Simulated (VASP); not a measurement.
Input of a VASP 6.6.1 run:

Contents of INCAR:

```
SYSTEM = ZnO
PREC = Accurate
ENCUT = 520
EDIFF = 1E-7
ISMEAR = 0
SIGMA = 0.05
LREAL = .False.
LASPH = .True.
NELM = 100
ALGO = Normal
ISIF = 2
LWAVE = .False.
LCHARG = .False.
GGA = PE
IVDW = 12
NBANDS = 26
```

The input KPOINTS:

```
Automatic mesh
0
Gamma
  9 9 4
  0 0 0
```

Contents of POSCAR:

```
ZnO
1.0
    3.2222078155      0.0000000000      0.0000000000
   -1.6111039077      2.9044123480      0.0000000000
    0.0000000000      0.0000000000      7.1304413500
Zn O
2 2
Direct
    0.0000000000      0.0000000000      0.7500000000
    0.0000000000      0.0000000000      0.2500000000
    0.3333333333      0.6666666667      0.2500000000
    0.6666666667      0.3333333333      0.7500000000
```

Potentials or basis: VASP PAW PBE potentials, release 64 (Zn, O).

The run is started by

```bash
$ cat potpaw_PBE.64/Zn/POTCAR potpaw_PBE.64/O/POTCAR > POTCAR
$ mpirun -np 1 vasp_std > vasp.out
```

Task: Estimate the largest force.

Result: 0.481 eV/Å.

Task: Predict the dispersion energy per atom.

Result: -0.156 eV.

Task: Predict the pressure.

Result: -1.4 GPa.

Stress tensor (GPa, compression positive):
```
 2.79  0.00  0.00
 0.00 -5.24  0.00
 0.00  0.00 -1.63
```

Caveat: the cell differs from its parent crystal (strain -0.0200 x Voigt [1, -1, 0, 0, 0, 0]).
